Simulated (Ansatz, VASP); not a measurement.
**FeO in VASP and in Ansatz**

```
Fe O
1.0
     0.00000    2.15540    2.15540
     2.15540    0.00000    2.15540
     2.15540    2.15540    0.00000
Fe O
1 1
Direct
  0.00000 0.00000 0.00000
  0.50000 0.50000 0.50000
```

Alike in both runs: functional BLYP; k mesh 6 × 6 × 6; occupations fermi-dirac, width 0.05 eV; collinear spin.

|  | VASP | Ansatz |
| --- | --- | --- |
| version | VASP 6.6.1 | Ansatz 0.2.0 |
| potentials or method | VASP PAW PBE potentials, release 64 (Fe, O) | Ansatz PAW |
| plane-wave cutoff (eV) | 600 | 420 |
| valence electrons in the cell | 14 | 22 |
| task | single point | band structure |

|  | VASP | Ansatz | Ansatz less VASP |
| --- | --- | --- | --- |
| gap on the k mesh at the Fermi level (eV) | none | none | - |
| pressure (GPa) | 7.0 | 7.0 | -0.03 |
| net moment per atom (μB) | 2.00 | 2.00 | 0.000 |
| size of the moment on the site where the two differ most (μB) | 3.60 | 3.44 | -0.160 |

VASP's potentials were made for PBE, not for BLYP. Site moments also hang on the region over which each program counts them. A gap of «none» marks a metal or a gap that the smearing closes. VASP's potentials hold 14 valence electrons a cell and Ansatz's 22, so a difference there can come from the potentials and not from the codes.

The k mesh is coarse, so the values compare programs but aren't converged.
